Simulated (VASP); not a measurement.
The system is Fe.

```xyz
2
Lattice="2.8665 0.0000 0.0000 0.0000 2.8665 0.0000 0.0000 0.0000 2.8665" Properties=species:S:1:pos:R:3 pbc="T T T"
Fe    0.0000    0.0000    0.0000
Fe    1.4332    1.4332    1.4332
```

| Property | Result |
| --- | --- |
| Program | VASP 6.6.1 |
| Task | relaxation of cell and atoms |
| Functional | revPBE |
| Potentials or basis | VASP PAW PBE potentials, release 64 (Fe) |
| Cutoff | 600 eV |
| k mesh | 11 × 11 × 11 |
| Occupations | fermi-dirac, width 0.05 eV |
| Spin | collinear spin, antiferromagnetic start |
| Starting moments | [2.5, -2.5] μB |

At the start: pressure -5.6 GPa; volume 11.78 Å³/atom.

Task: Where does the relaxation end?

Result: Over 3 steps the energy falls by 11.2 meV/atom and the volume is 11.20 Å³/atom (-4.9 %); space group Im-3m (No. 229, to 0.05 Å); moment 0.00 μB per cell.

The path:
| step | energy change (eV) | largest force (eV/Å) | pressure (GPa) | volume (Å³) |
| --- | --- | --- | --- | --- |
| 1 | 0.0000 | 0.0000 | -5.63 | 23.55 |
| 2 | -0.0213 | 0.0000 | 1.48 | 22.17 |
| 3 | -0.0223 | 0.0000 | 0.03 | 22.39 |

Final structure:
```cif
data_structure
_symmetry_space_group_name_H-M 'P 1'
_symmetry_Int_Tables_number 1
_cell_length_a 2.8186
_cell_length_b 2.8186
_cell_length_c 2.8186
_cell_angle_alpha 90.000
_cell_angle_beta 90.000
_cell_angle_gamma 90.000
_cell_volume 22.39
loop_
_atom_site_label
_atom_site_type_symbol
_atom_site_fract_x
_atom_site_fract_y
_atom_site_fract_z
_atom_site_occupancy
Fe1 Fe 0.00000 0.00000 0.00000 1
Fe2 Fe 0.50000 0.50000 0.50000 1
```

Caveat: the PAW data sets were made with another functional, which shifts forces and pressure a little.
